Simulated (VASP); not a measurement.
Set up this calculation in VASP 6.6.1, as the native input.

- Task: relaxation of cell and atoms
- Functional: PBE
- Potentials or basis: VASP PAW PBE potentials, release 64 (Li_sv)
- Cutoff: 600 eV
- k mesh: 8 × 4 × 4
- Occupations: gaussian, width 0.2 eV
- Spin: no spin polarisation
- Dipole correction: no
- Further INCAR settings: ALGO = Normal; EDIFF = 1e-07; IBRION = 2; EDIFFG = -0.025; NSW = 80; ISIF = 3

The structure of Li lies in POSCAR:

```
Li
1.0
    1.4993452534     -2.5714519213      0.0307264616
   -4.4133204561     -2.5224792111     -0.1375707289
   -0.1555275275     -0.0242491048     -5.4818212022
Li
4
Direct
    0.2812716781      0.7550542436      0.0081303730
    0.2412131540      0.7510551914      0.4892821046
    0.7238492659      0.2393659976     -0.0025054499
    0.7536659020      0.2545245674      0.5050929723
```

These files were run (other wordings do the same):

INCAR

```
PREC = Accurate ; ENCUT = 600
EDIFF = 1E-7 ; ISMEAR = 0
SIGMA = 0.2 ; LREAL = False
LASPH = True ; NELM = 80
ALGO = Normal ; ISIF = 3
LWAVE = False ; LCHARG = False
GGA = PE ; IBRION = 2
NSW = 80 ; EDIFFG = -0.025
```

KPOINTS

```
regular mesh
0
Gamma
  8 4 4
```

Potentials or basis: VASP PAW PBE potentials, release 64 (Li_sv).

Launch:

```console
$ cat potpaw_PBE.64/Li_sv/POTCAR > POTCAR
$ mpirun -np 1 vasp_std > vasp.out
```

Results of the run:

```
Relaxed volume                         : 19.39 Å³/atom
Relaxed cell                           : a = 3.059 Å, b = 5.117 Å, c = 5.776 Å, α = 59.30°, β = 93.58°, γ = 91.37°
Space group after relaxing (to 0.05 Å) : P-1 (No. 2)
Energy gained by relaxing              : 59.1 meV/atom
Ionic steps                            : 22
Pressure after relaxing                : 0.0 GPa
Largest force after relaxing           : 0.014 eV/Å
Band gap on the k mesh                 : zero (band 6 reaches 1.87 eV, above the bottom of band 7 at -0.49 eV)
```

Caveat: the cutoff is under 1.25 times the usual one of these potentials, so pressure, stress and relaxed cells hold a basis-set (Pulay) error.

Run time: 4.9 min on 1 thread of Intel(R) Xeon(R) 6975P-C (Granite Rapids) (shared host), peak memory 0.23 GiB.
